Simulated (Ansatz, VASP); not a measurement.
# GaSb in VASP and in Ansatz

INCAR

```
PREC = Accurate ; ENCUT = 520
EDIFF = 1E-7 ; ISMEAR = -1
SIGMA = 0.02 ; LREAL = F
LASPH = T ; NELM = 80
ALGO = Normal ; ISIF = 2
LWAVE = F ; LCHARG = F
GGA = PE ; NBANDS = 16
```

KPOINTS

```
Automatic mesh
0
Gamma
  8 8 8
```

POSCAR

```
GaSb
1.0
    0.0000000000      3.0658787979      3.0352200099
    3.0658787979      0.0000000000      3.0352200099
    3.0658787979      3.0658787979      0.0000000000
Ga Sb
1 1
Direct
    0.0000000000      0.0000000000      0.0000000000
    0.2500000000      0.2500000000      0.2500000000
```

Input for Ansatz:

```yaml
crystal:
  lattice:
    - [0.0, 3.0658787979, 3.0352200099]
    - [3.0658787979, 0.0, 3.0352200099]
    - [3.0658787979, 3.0658787979, 0.0]
  atoms:
    - { symbol: Ga, position: [0.0, 0.0, 0.0] }
    - { symbol: Sb, position: [0.25, 0.25, 0.25] }
kpoints:
  mp_grid: { grid: [8, 8, 8] }
  band_path:
    path:
      - [0.0, 0.0, 0.0]
      - [-0.5, -0.5, 0.0]
      - [-0.375, -0.375, 0.25]
      - [-0.375, 0.0, 0.375]
      - [0.0, 0.0, 0.5]
      - [-0.5, -0.25, 0.25]
    npoints: 1
hamiltonian:
  xc: pbe
scf:
  occupations: { method: fermi_dirac, width: 0.02 }
  n_extra_bands: 4
output:
  forces: true
  stress: true
  eigenvalues: true
```

Change from the starting cell: uniaxial_z strain -1.0%.

Alike in both runs: task single point; functional PBE; k mesh 8 × 8 × 8; occupations fermi-dirac, width 0.02 eV; no spin polarisation.

|  | VASP | Ansatz |
| --- | --- | --- |
| version | VASP 6.6.1 | Ansatz 0.2.0 |
| potentials or method | VASP PAW PBE potentials, release 64 (Ga_d, Sb) | plane waves, PAW |
| plane-wave cutoff (eV) | 520 | 420 |
| valence electrons in the cell | 18 | 28 |

VASP gave:

- pressure (GPa): 2.6
- traceless stress, the component that is largest in VASP (GPa): 0.27

Task: Estimate Ansatz's values.

Result: Pressure (GPa): 2.5; traceless stress, the component that is largest in VASP (GPa): 0.27.

The functional is the same, so the differences come from potentials, cutoffs and numerics. VASP's potentials hold 18 valence electrons a cell and Ansatz's 28, so a difference there can come from the potentials and not from the codes.

Neither program's run includes spin-orbit coupling.
